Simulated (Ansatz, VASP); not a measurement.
# Two plane-wave programs on Ti

```
Ti
1.0
     0.00000    2.03000    1.96910
     2.03000    0.00000    1.96910
     2.03000    2.03000    0.00000
Ti
1
Cartesian
  0.0000 0.0000 0.0000
```

Change from the starting cell: strain +0.000 along x and y, -0.030 along z, atoms carried along.

Alike in both runs: task single point; functional PBEsol; k mesh 10 × 10 × 10; occupations gaussian, width 0.15 eV; no spin polarisation.

```csv
,VASP,Ansatz
version,VASP 6.6.1,Ansatz 0.2.0
potentials or method,"VASP PAW PBE potentials, release 64 (Ti_sv), cutoff 520 eV","scalar-relativistic, plane waves, PAW"
valence electrons in the cell,12,12
```

```tsv
	VASP	Ansatz	Ansatz less VASP
gap on the k mesh at the Fermi level (eV)	none	none	-
pressure (GPa)	3.0	3.3	+0.31
traceless stress, the component that is largest in VASP (GPa)	0.83	0.83	-0.007
```

VASP's potentials were made for PBE, not for PBEsol. A gap of «none» marks a metal or a gap that the smearing closes.
